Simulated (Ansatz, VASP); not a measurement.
**Mg2SO in VASP and in Ansatz**

```
O Mg S
1.0
     3.40839    0.00000    0.00000
     0.00000    3.40839    0.00000
     0.00000    0.00000    4.76112
O Mg S
1 2 1
Direct
  0.00000 0.00000 0.00000
  0.00000 0.00000 0.50000
  0.50000 0.50000 0.00000
  0.50000 0.50000 0.50000
```

Alike in both runs: task single point; functional PBE0; k mesh 6 × 6 × 4; no spin polarisation.

```csv
,VASP,Ansatz
version,VASP 6.6.1,Ansatz 0.2.0
potentials or method,"VASP PAW PBE potentials, release 64 (O, Mg, S)","plane waves, PAW"
plane-wave cutoff (eV),520,420
occupations,"gaussian, width 0.01 eV",fixed
valence electrons in the cell,16,32
```

Ansatz gave:

| Item | Value |
| --- | --- |
| gap on the k mesh at the Fermi level (eV) | 5.23 |
| pressure (GPa) | -0.3 |

Which values does VASP return?

gap on the k mesh at the Fermi level (eV): 5.20; pressure (GPa): -0.7.

VASP's potentials hold 16 valence electrons a cell and Ansatz's 32, so a difference there can come from the potentials and not from the codes. Ansatz's warnings: stress exchange threshold loose, stress scf threshold loose.
